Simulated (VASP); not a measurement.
# V (Fd-3m) in VASP: notebook

Runs on V. Level: PBE. Tasks: single point, relaxation of cell and atoms.

Program: VASP 6.6.1. These are calculated values, not measurements. Logs are shortened: lines on timing, memory, paths and dates and some standing lists are left out, and cuts for length are marked.

## (1) The cell of the first run

Symmetry: Fd-3m, No. 227, cubic system. The conventional cell has a = 5.289 Å, b = 5.289 Å, c = 5.289 Å, α = 90.00°, β = 90.00°, γ = 90.00°. Within 3.0 Å of V (site symmetry -43m) lie 4 V at 2.29 Å.

## (2) Single point, PBE, collinear spin, ferromagnetic start

Input file INCAR:

```
  PREC = Accurate
  ENCUT = 520
  EDIFF = 1E-7
  ISMEAR = 0
  SIGMA = 0.1
  LREAL = F
  LASPH = T
  NELM = 150
  ALGO = Normal
  ISIF = 2
  LWAVE = F
  LCHARG = F
  ISPIN = 2
  MAGMOM = 0.46 0.46
  LORBIT = 11
  LMAXMIX = 4
  GGA = PE
  NBANDS = 24
```

Input file KPOINTS:

```
Automatic mesh
0
Gamma
  6 6 6
```

Input file POSCAR:

```
V
1.0
    0.0000000000      2.6443778043      2.6443778043
    2.6443778043      0.0000000000      2.6443778043
    2.6443778043      2.6443778043      0.0000000000
V
2
Direct
    0.5000000000      0.5000000000      0.5000000000
    0.7500000000      0.7500000000      0.7500000000
```

Potentials or basis: VASP PAW PBE potentials, release 64 (V_sv).

The run is started by

```
$ cat potpaw_PBE.64/V_sv/POTCAR > POTCAR
$ mpirun -np 1 vasp_std > vasp.out
```

OUTCAR:

```text
PREC = Accurate
   ENCUT = 520
   EDIFF = 1E-7
   ISMEAR = 0
   LREAL = F
   LASPH = T
   NELM = 150
   ISIF = 2
   ISPIN = 2
   LORBIT = 11
   GGA = PE

 ion  position               nearest neighbor table
   1  0.500  0.500  0.500-   2 2.29   2 2.29   2 2.29   2 2.29
   2  0.750  0.750  0.750-   1 2.29   1 2.29   1 2.29   1 2.29

  LATTYP: Found a face centered cubic cell.
 ALAT       =     5.2887556086

  Lattice vectors:

 A1 = (   0.0000000000,   2.6443778043,   2.6443778043)
 A2 = (   2.6443778043,   0.0000000000,   2.6443778043)
 A3 = (   2.6443778043,   2.6443778043,   0.0000000000)

Analysis of symmetry for initial positions (statically):
=====================================================================
 Subroutine PRICEL returns:
 Original cell was already a primitive cell.

 Routine SETGRP: Setting up the symmetry group for a
 face centered cubic supercell.

 Subroutine GETGRP returns: Found 48 space group operations
 (whereof 24 operations were pure point group operations)
 out of a pool of 48 trial point group operations.

The static configuration has the point symmetry T_d .
 The point group associated with its full space group is O_h .

Analysis of symmetry for dynamics (positions and initial velocities):
=====================================================================
 Subroutine PRICEL returns:
 Original cell was already a primitive cell.

 Routine SETGRP: Setting up the symmetry group for a
 face centered cubic supercell.

 Subroutine GETGRP returns: Found 48 space group operations
 (whereof 24 operations were pure point group operations)
 out of a pool of 48 trial point group operations.

The dynamic configuration has the point symmetry T_d .
 The point group associated with its full space group is O_h .

Analysis of structural, dynamic, and magnetic symmetry:
=====================================================================
 Subroutine PRICEL returns:
 Original cell was already a primitive cell.

 Routine SETGRP: Setting up the symmetry group for a
 face centered cubic supercell.

 Subroutine GETGRP returns: Found 48 space group operations
 (whereof 24 operations were pure point group operations)
 out of a pool of 48 trial point group operations.

The overall configuration has the point symmetry T_d .
 The point group associated with its full space group is O_h .

 Subroutine INISYM returns: Found 48 space group operations
[... 108 lines left out ...]
     AMIX_MAG =   1.60;   BMIX_MAG =  1.00
  volume/ion in A,a.u.               =      18.49       124.79
  Fermi-wavevector in a.u.,A,eV,Ry     =   1.455680  2.750835 28.830785  2.119003
  Thomas-Fermi vector in A             =   2.572686
   LORBIT       =     11    0 simple, 1 ext, 2 COOP (PROOUT), +10 PAW based schemes
   GGA     = PE    functional components
   LHFCALC =     F    Hartree Fock is set to
   AEXX    =    0.0000 exact exchange contribution
   IVDW    =     0    specifies the selected vdW correction
   LEPSILON=     F    determine dielectric tensor
   LRPA    =     F    only Hartree local field effects (RPA)
 spin polarized calculation
 Gauss-broadening in eV      SIGMA  =   0.10
  energy-cutoff  :      520.00
  volume of cell :       36.98
 maximum number of plane-waves:      1018
   NGX = 13   NGY = 13   NGZ = 13

 number of electron      26.0000017 magnetization      -0.0275612

 number of electron      26.0000017 magnetization       0.0026655

 Free energy of the ion-electron system (eV)
  ---------------------------------------------------
  ext. energy  EPLUGINS =         0.00000000
  ---------------------------------------------------
  free energy    TOTEN  =       -13.20332926 eV

  energy without entropy =      -13.17741512  energy(sigma->0) =      -13.19037219

 E-fermi :   6.3032     XC(G=0): -10.9047

 val. band max:        6.3030441191   @ k =  -0.3333   0.3333   0.1667
 cond. band min:       6.3095274364   @ k =   0.3333   0.0000   0.0000
 fundamental gap:      0.0064833173
 Fermi energy:         6.3031591026

 spin component 1

 k-point     1 :       0.0000    0.0000    0.0000
  band No.  band energies     occupation
      1     -57.4050      1.00000
      2     -56.7749      1.00000
      3     -31.4624      1.00000
      4     -31.4624      1.00000
      5     -31.4624      1.00000
      6     -30.6050      1.00000
[... 421 lines left out ...]
     23      19.3428      0.00000
     24      19.3428      0.00000
 Fermi energy:         6.3031591026

 spin component 2

 k-point     1 :       0.0000    0.0000    0.0000
  band No.  band energies     occupation
      1     -57.4040      1.00000
      2     -56.7738      1.00000
      3     -31.4613      1.00000
      4     -31.4613      1.00000
      5     -31.4613      1.00000
      6     -30.6040      1.00000
[... 421 lines left out ...]
     23      19.3433      0.00000
     24      19.3433      0.00000

------------------------ aborting loop because EDIFF is reached ----------------------------------------

  FORCE on cell =-STRESS in cart. coord.  units (eV):
  Direction    XX          YY          ZZ          XY          YZ          ZX
  --------------------------------------------------------------------------------------
  -------------------------------------------------------------------------------------
  Total        0.1396414      0.1396414      0.1396414     -0.0000000      0.0000000      0.0000000
  in kB        6.0495650      6.0495650      6.0495650     -0.0000000      0.0000000      0.0000000
  external PRESSURE =       6.0495650 kB  Pullay stress =       0.0000000 kB

 VOLUME and BASIS-vectors are now :
 -----------------------------------------------------------------------------
  energy-cutoff  :      520.00
  volume of cell :       36.98
      direct lattice vectors                 reciprocal lattice vectors
     0.000000000  2.644377804  2.644377804    -0.189080395  0.189080395  0.189080395
     2.644377804  0.000000000  2.644377804     0.189080395 -0.189080395  0.189080395
     2.644377804  2.644377804  0.000000000     0.189080395  0.189080395 -0.189080395

 POSITION                                       TOTAL-FORCE (eV/Angst)
 -----------------------------------------------------------------------------------
      2.64438      2.64438      2.64438         0.000000      0.000000      0.000000
      3.96657      3.96657      3.96657        -0.000000     -0.000000     -0.000000
 -----------------------------------------------------------------------------------
    total drift:                                0.000000      0.000000      0.000000

  FREE ENERGIE OF THE ION-ELECTRON SYSTEM (eV)
  ---------------------------------------------------
  free  energy   TOTEN  =       -13.2033292624 eV

  energy  without entropy=      -13.1774151238  energy(sigma->0) =      -13.19037219

 total charge

# of ion       s       p       d       tot
------------------------------------------
    1        2.369   6.070   3.392  11.831
    2        2.369   6.070   3.392  11.831
--------------------------------------------------
tot          4.737  12.141   6.784  23.663

 magnetization (x)

# of ion       s       p       d       tot
------------------------------------------
    1        0.000   0.000   0.001   0.001
    2        0.000   0.000   0.001   0.001
--------------------------------------------------
tot          0.000   0.000   0.003   0.003
```

It took 62 s on 1 thread of Intel Xeon 6975P-C (Granite Rapids), shared host; peak memory 0.17 GiB.

What came out:

* Free energy: -13.2033 eV
* Pressure: 0.6 GPa
* Band gap on the k mesh: zero (filled and empty bands overlap)
* Net moment: 0.00 μB per cell
* Valence electrons inside the program's atomic spheres: V 11.83

## (3) Relaxation of cell and atoms, PBE, collinear spin, ferromagnetic start

This run uses another cell than the first one, of 15.85 Å³/atom, 0.857 times its volume.

Input file INCAR:

```
PREC = Accurate
ENCUT = 600
EDIFF = 1E-6
ISMEAR = 0
SIGMA = 0.1
LREAL = F
LASPH = T
NELM = 150
ALGO = Normal
ISIF = 3
LWAVE = F
LCHARG = F
ISPIN = 2
MAGMOM = 0.46 0.46
LORBIT = 11
LMAXMIX = 4
GGA = PE
IBRION = 2
NSW = 90
EDIFFG = -0.04
```

Input file KPOINTS:

```
regular mesh
0
Gamma
  6 6 6
```

Input file POSCAR:

```
V
1.0
    0.0000000000      2.5118249708      2.5118249708
    2.5118249708      0.0000000000      2.5118249708
    2.5118249708      2.5118249708      0.0000000000
V
2
Direct
    0.5000000000      0.5000000000      0.5000000000
    0.7500000000      0.7500000000      0.7500000000
```

Potentials or basis: VASP PAW PBE potentials, release 64 (V_sv).

The run is started by

```
$ cat potpaw_PBE.64/V_sv/POTCAR > POTCAR
$ mpirun -np 1 vasp_std > vasp.out
```

OUTCAR:

```text
PREC = Accurate
   ENCUT = 600
   EDIFF = 1E-6
   ISMEAR = 0
   LREAL = F
   LASPH = T
   NELM = 150
   ISIF = 3
   ISPIN = 2
   LORBIT = 11
   GGA = PE
   IBRION = 2
   NSW = 90
   EDIFFG = -0.04

 ion  position               nearest neighbor table
   1  0.500  0.500  0.500-   2 2.18   2 2.18   2 2.18   2 2.18
   2  0.750  0.750  0.750-   1 2.18   1 2.18   1 2.18   1 2.18

  LATTYP: Found a face centered cubic cell.
 ALAT       =     5.0236499416

  Lattice vectors:

 A1 = (   0.0000000000,   2.5118249708,   2.5118249708)
 A2 = (   2.5118249708,   0.0000000000,   2.5118249708)
 A3 = (   2.5118249708,   2.5118249708,   0.0000000000)

Analysis of symmetry for initial positions (statically):
=====================================================================
 Subroutine PRICEL returns:
 Original cell was already a primitive cell.

 Routine SETGRP: Setting up the symmetry group for a
 face centered cubic supercell.

 Subroutine GETGRP returns: Found 48 space group operations
 (whereof 24 operations were pure point group operations)
 out of a pool of 48 trial point group operations.

The static configuration has the point symmetry T_d .
 The point group associated with its full space group is O_h .

[... 176 lines left out ...]
  Total        3.1469224      3.1469224      3.1469224      0.0000000      0.0000000      0.0000000
  in kB      159.0737446    159.0737446    159.0737446      0.0000000      0.0000000      0.0000000
  external PRESSURE =     159.0737446 kB  Pullay stress =       0.0000000 kB
[... 61 lines left out ...]
--------------------------------------- Ionic step        3  -------------------------------------------

 number of electron      26.0000012 magnetization       0.0065696

 Free energy of the ion-electron system (eV)
  ---------------------------------------------------
  ext. energy  EPLUGINS =         0.00000000
  ---------------------------------------------------
  free energy    TOTEN  =       -13.20244758 eV

  energy without entropy =      -13.17618248  energy(sigma->0) =      -13.18931503

 E-fermi :   6.1882     XC(G=0): -10.8495

 val. band max:        6.0878687268   @ k =   0.5000   0.3333   0.0000
 cond. band min:       6.1904939005   @ k =  -0.3333   0.3333   0.1667
 fundamental gap:      0.1026251737
 Fermi energy:         6.1881517862

 spin component 1

 k-point     1 :       0.0000    0.0000    0.0000
  band No.  band energies     occupation
      1     -57.5172      1.00000
      2     -56.9110      1.00000
      3     -31.5711      1.00000
      4     -31.5711      1.00000
      5     -31.5711      1.00000
      6     -30.7383      1.00000
[... 296 lines left out ...]
      3     -31.7818      1.00000
      4     -31.7818      1.00000
      5     -31.1602      1.00000
      6     -31.1602      1.00000
[... 9 lines left out ...]
     16       7.0688      0.00000
     17       9.9157      0.00000
 Fermi energy:         6.1881517862

 spin component 2

 k-point     1 :       0.0000    0.0000    0.0000
  band No.  band energies     occupation
      1     -57.5145      1.00000
      2     -56.9083      1.00000
      3     -31.5685      1.00000
      4     -31.5685      1.00000
      5     -31.5685      1.00000
      6     -30.7358      1.00000
[... 338 lines left out ...]
  FREE ENERGIE OF THE ION-ELECTRON SYSTEM (eV)
  ---------------------------------------------------
  free  energy   TOTEN  =       -13.2024475786 eV

  energy  without entropy=      -13.1761824814  energy(sigma->0) =      -13.18931503

 reached required accuracy - stopping structural energy minimisation

 total charge

# of ion       s       p       d       tot
------------------------------------------
    1        2.368   6.069   3.379  11.816
    2        2.368   6.069   3.379  11.816
--------------------------------------------------
tot          4.735  12.138   6.759  23.632

 magnetization (x)

# of ion       s       p       d       tot
------------------------------------------
    1        0.000   0.000   0.003   0.003
    2        0.000   0.000   0.003   0.003
--------------------------------------------------
tot          0.000   0.000   0.006   0.007
```

OSZICAR:

```text
N       E                     dE             d eps       ncg     rms          rms(c)
DAV:   1     0.386509145485E+03    0.38651E+03   -0.17776E+04  1088   0.190E+03
DAV:   2    -0.101371816854E+01   -0.38752E+03   -0.38471E+03  1092   0.601E+02
[... 51 lines left out ...]
DAV:   2    -0.132560525372E+02    0.14682E+01   -0.12371E+01  1211   0.338E+01    0.350E+00
DAV:   3    -0.132101896625E+02    0.45863E-01   -0.25727E-01  1100   0.546E+00    0.147E+00
DAV:   4    -0.132028941745E+02    0.72955E-02   -0.53506E-02  1102   0.153E+00    0.165E-01
DAV:   5    -0.132024058861E+02    0.48829E-03   -0.51013E-03  1150   0.603E-01    0.136E-01
DAV:   6    -0.132024473759E+02   -0.41490E-04   -0.22675E-04  1274   0.194E-01    0.158E-02
DAV:   7    -0.132024475786E+02   -0.20271E-06   -0.56790E-06  1003   0.251E-02
   3 F= -.13202448E+02 E0= -.13189315E+02  d E =-.254718E+00  mag=     0.0077
```

CONTCAR:

```text
V
   1.00000000000000
     0.0000000000000000    2.6547127947883826    2.6547127947883826
     2.6547127947883826    0.0000000000000000    2.6547127947883826
     2.6547127947883826    2.6547127947883826    0.0000000000000000
  V
     2
Direct
     0.5000000000000000    0.5000000000000000    0.5000000000000000
     0.7500000000000000    0.7500000000000000    0.7500000000000000

  0.00000000E+00  0.00000000E+00  0.00000000E+00
  0.00000000E+00  0.00000000E+00  0.00000000E+00
```

Run time: 51 s. Hardware: 1 thread of Intel Xeon 6975P-C (Granite Rapids), shared host; peak memory 0.18 GiB.

Results:

* Free energy: -13.2024 eV
* Relaxed volume: 18.71 Å³/atom
* Relaxed cell: a = 3.754 Å, b = 3.754 Å, c = 3.754 Å, α = 60.00°, β = 60.00°, γ = 60.00°
* Space group after relaxing (to 0.05 Å): Fd-3m (No. 227)
* Energy gained by relaxing: 127.4 meV/atom
* Ionic steps: 3
* Pressure after relaxing: -0.1 GPa
* Band gap on the k mesh: zero (filled and empty bands overlap)
* Net moment: 0.01 μB per cell
* Valence electrons inside the program's atomic spheres: V 11.82

The path:
```csv
step,energy change (eV),largest force (eV/Å),pressure (GPa),volume (Å³)
1,0.0000,0.0000,15.91,31.70
2,-0.2306,0.0000,-3.41,39.48
3,-0.2547,0.0000,-0.06,37.42
```

Final structure:
```cif
data_structure
_symmetry_space_group_name_H-M 'P 1'
_symmetry_Int_Tables_number 1
_cell_length_a 3.7543
_cell_length_b 3.7543
_cell_length_c 3.7543
_cell_angle_alpha 60.000
_cell_angle_beta 60.000
_cell_angle_gamma 60.000
_cell_volume 37.42
loop_
_atom_site_label
_atom_site_type_symbol
_atom_site_fract_x
_atom_site_fract_y
_atom_site_fract_z
_atom_site_occupancy
V1 V 0.50000 0.50000 0.50000 1
V2 V 0.75000 0.75000 0.75000 1
```

Levels at points of the mesh, in eV from the Fermi level:
Spin up:
```tsv
k point	band 9	band 10	band 11	band 12	band 13	band 14	band 15	band 16	band 17
(0.00, 0.00, 0.00)	-5.28	-1.07	-1.07	-0.56	-0.56	-0.56	1.49	1.49	1.49
(0.50, 0.00, 0.00)	-1.95	-1.69	-1.01	-1.01	-0.56	-0.56	0.28	2.31	2.31
(0.50, 0.50, 0.00)	-2.24	-2.24	-0.46	-0.46	0.18	0.18	1.24	1.24	3.52
```
Spin down:
```
           k point  band 10  band 11  band 12  band 13  band 14  band 15  band 16  band 17
(0.00, 0.00, 0.00)    -1.06    -1.06    -0.55    -0.55    -0.55     1.49     1.49     1.49
(0.50, 0.00, 0.00)    -1.69    -1.01    -1.01    -0.56    -0.56     0.28     2.31     2.31
(0.50, 0.50, 0.00)    -2.24    -0.46    -0.46     0.18     0.18     1.24     1.24     3.52
```

Caveat: the k points lie up to 0.34 Å⁻¹ apart in the final cell; the volume moved by over 15 % at a fixed basis, so the end points are rough.
